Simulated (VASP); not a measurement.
Here is a VASP 6.6.1 calculation.

Contents of INCAR:

```
SYSTEM = SbW2
  PREC = Accurate
  ENCUT = 600
  EDIFF = 1E-6
  ISMEAR = 0
  SIGMA = 0.1
  LREAL = .False.
  LASPH = .True.
  NELM = 100
  ALGO = Fast
  ISIF = 3
  LWAVE = .False.
  LCHARG = .False.
  GGA = PE
  IBRION = 2
  NSW = 90
  EDIFFG = -0.04
```

The input KPOINTS:

```
Automatic mesh
0
Gamma
  6 2 4
  0 0 0
```

POSCAR

```
SbW2
1.0
    2.8983853331      0.0000000000      0.0000000000
    0.0000000000      8.0778094915      0.0000000000
    0.0000000000      0.0000000000      4.5848843394
Sb W
2 4
Direct
    0.5000000000      0.5000000000      0.5000000000
    0.0000000000      0.0000000000      0.0000000000
    0.3689322694      0.8385102435      0.5000000000
    0.8689322694      0.6614897565      0.0000000000
    0.6310677306      0.1614897565      0.5000000000
    0.1310677306      0.3385102435      0.0000000000
```

Potentials or basis: VASP PAW PBE potentials, release 64 (Sb, W_sv).

Run with:

```sh
$ cat potpaw_PBE.64/Sb/POTCAR potpaw_PBE.64/W_sv/POTCAR > POTCAR
$ mpirun -np 1 vasp_std > vasp.out
```

**Question.** Estimate the relaxed volume.

**Answer.** 17.84 Å³/atom.

**Question.** Estimate the space group after relaxing (to 0.1 Å).

**Answer.** Pnnm (No. 58).

**Question.** Predict the band gap on the k mesh.

**Answer.** Zero (bands 33 and 34 overlap by 1.75 eV).

**Question.** Estimate the relaxed cell.

**Answer.** a = 2.905 Å, b = 8.080 Å, c = 4.561 Å, α = 90.00°, β = 90.00°, γ = 90.00°.

Forces on the atoms (eV/Å):
```
Sb   0.000  0.000  0.000
Sb   0.000  0.000  0.000
W    0.019 -0.002  0.000
W    0.019  0.002  0.000
W   -0.019  0.002  0.000
W   -0.019 -0.002  0.000
```

Caveat: the k points lie up to 0.39 Å⁻¹ apart in the final cell, too coarse for converged energies and pressures of a metal; spin-orbit coupling is left out, which moves the levels of the heavy elements.
